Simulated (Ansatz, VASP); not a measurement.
## C: VASP beside Ansatz

File INCAR:

```
SYSTEM = C
  PREC = Accurate
  ENCUT = 520
  EDIFF = 1E-7
  ISMEAR = 0
  SIGMA = 0.05
  LREAL = .FALSE.
  LASPH = .TRUE.
  NELM = 60
  ALGO = Normal
  ISIF = 2
  LWAVE = .FALSE.
  LCHARG = .FALSE.
  GGA = PE
  NBANDS = 36
```

The input KPOINTS:

```
regular mesh
0
G
  12 12 2
  0 0 0
```

File POSCAR:

```
C
1.0
    2.3882000000      0.0000000000      0.0000000000
   -1.1941000000      2.0682418693      0.0000000000
    0.0000000000      0.0000000000     11.8077000000
C
12
Direct
    0.0000000000      0.0000000000      0.1868593266
    0.0000000000      0.0000000000      0.6868593266
    0.0000000000      0.0000000000      0.3131406734
    0.0000000000      0.0000000000      0.8131406734
    0.3333333333      0.6666666667      0.5207665411
    0.6666666667      0.3333333333      0.0207665411
    0.3333333333      0.6666666667      0.9792334589
    0.6666666667      0.3333333333      0.4792334589
    0.3333333333      0.6666666667      0.6450950823
    0.6666666667      0.3333333333      0.1450950823
    0.3333333333      0.6666666667      0.8549049177
    0.6666666667      0.3333333333      0.3549049177
```

Input for Ansatz:

```yaml
crystal:
  lattice:
    - [2.3882, 0.0, 0.0]
    - [-1.1941, 2.0682418693, 0.0]
    - [0.0, 0.0, 11.8077]
  atoms:
    - { symbol: C, position: [0.0, 0.0, 0.1868593266] }
    - { symbol: C, position: [0.0, 0.0, 0.6868593266] }
    - { symbol: C, position: [0.0, 0.0, 0.3131406734] }
    - { symbol: C, position: [0.0, 0.0, 0.8131406734] }
    - { symbol: C, position: [0.3333333333, 0.6666666667, 0.5207665411] }
    - { symbol: C, position: [0.6666666667, 0.3333333333, 0.0207665411] }
    - { symbol: C, position: [0.3333333333, 0.6666666667, 0.9792334589] }
    - { symbol: C, position: [0.6666666667, 0.3333333333, 0.4792334589] }
    - { symbol: C, position: [0.3333333333, 0.6666666667, 0.6450950823] }
    - { symbol: C, position: [0.6666666667, 0.3333333333, 0.1450950823] }
    - { symbol: C, position: [0.3333333333, 0.6666666667, 0.8549049177] }
    - { symbol: C, position: [0.6666666667, 0.3333333333, 0.3549049177] }
basis:
  ecutwfc: 520.0
kpoints:
  mp_grid: { grid: [12, 12, 2] }
hamiltonian:
  xc: pbe
  pseudopotentials: { kind: paw, azcp: { folder: soft_1 } }
scf:
  occupations: { method: gaussian, width: 0.05 }
output:
  forces: true
  stress: true
  eigenvalues: true
```

Alike in both runs: task single point; functional PBE; k mesh 12 × 12 × 2; occupations gaussian, width 0.05 eV; no spin polarisation.

```csv
,VASP,Ansatz
version,VASP 6.6.1,Ansatz 0.2.0
potentials or method,"VASP PAW PBE potentials, release 64 (C), cutoff 520 eV","scalar-relativistic, plane waves, PAW"
valence electrons in the cell,48,48
```

|  | VASP | Ansatz | Ansatz less VASP |
| --- | --- | --- | --- |
| gap on the k mesh at the Fermi level (eV) | 4.87 | 4.89 | +0.014 |
| least direct gap on the mesh (eV) | 5.78 | 5.79 | +0.008 |
| rms of the force components (eV/Å) | 0.071 | 0.070 | -0.0016 |

Atom by atom the forces differ by 0.002 eV/Å (rms over components). The functional is the same, so the differences come from potentials, cutoffs and numerics.
